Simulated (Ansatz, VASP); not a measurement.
Two plane-wave programs on ScRe3

File INCAR:

```
SYSTEM = ScRe3
PREC = Accurate
ENCUT = 600
EDIFF = 1E-6
ISMEAR = 0
SIGMA = 0.1
LREAL = .FALSE.
LASPH = .TRUE.
NELM = 60
ALGO = Fast
ISIF = 3
LWAVE = .FALSE.
LCHARG = .FALSE.
GGA = PE
IBRION = 2
NSW = 90
EDIFFG = -0.04
```

The input KPOINTS:

```
Automatic mesh
0
G
  6 6 6
  0 0 0
```

POSCAR

```
ScRe3
1.0
   -1.9139492720      1.9139492720      4.2753152569
    1.9139492720     -1.9139492720      4.2753152569
    1.9139492720      1.9139492720     -4.2753152569
Sc Re
1 3
Direct
    0.0000000000      0.0000000000      0.0000000000
    0.5000000000      0.5000000000      0.0000000000
    0.2500000000      0.7500000000      0.5000000000
    0.7500000000      0.2500000000      0.5000000000
```

Input for Ansatz:

```yaml
crystal:
  lattice:
    - [-1.913949272, 1.913949272, 4.2753152569]
    - [1.913949272, -1.913949272, 4.2753152569]
    - [1.913949272, 1.913949272, -4.2753152569]
  atoms:
    - { symbol: Sc, position: [0.0, 0.0, 0.0] }
    - { symbol: Re, position: [0.5, 0.5, 0.0] }
    - { symbol: Re, position: [0.25, 0.75, 0.5] }
    - { symbol: Re, position: [0.75, 0.25, 0.5] }
basis:
  ecutwfc: 420
kpoints:
  mp_grid: { grid: [6, 6, 6] }
hamiltonian:
  xc: pbe
scf:
  occupations: { method: gaussian, width: 0.1 }
  lower_state_search: "off"
output:
  forces: true
  stress: true
  eigenvalues: true
relax:
  adjacent_minimum: "off"
  f_tol: 0.04
  max_steps: 70
  cell: { stress_tol: 0.4 }
```

Alike in both runs: task relaxation of cell and atoms; functional PBE; k mesh 6 × 6 × 6; occupations gaussian, width 0.1 eV; no spin polarisation.

|  | VASP | Ansatz |
| --- | --- | --- |
| version | VASP 6.6.1 | Ansatz 0.2.0 |
| potentials or method | VASP PAW PBE potentials, release 64 (Sc_sv, Re), cutoff 600 eV | scalar-relativistic, plane waves, PAW |
| valence electrons in the cell | 32 | 56 |

```csv
,VASP,Ansatz,Ansatz less VASP
"gap on the k mesh at the Fermi level, each at its own relaxed structure (eV)",none,none,-
relaxed volume (Å³/atom),16.02,16.03,+0.009
relaxed length of the cell vector where the two differ most in proportion (Å),5.097,5.092,-0.0041
```

A gap of «none» marks a metal or a gap that the smearing closes. VASP's potentials hold 32 valence electrons a cell and Ansatz's 56, so a difference there can come from the potentials and not from the codes.

The k mesh is coarse, so the values compare programs but aren't converged. Spin-orbit coupling is off throughout.
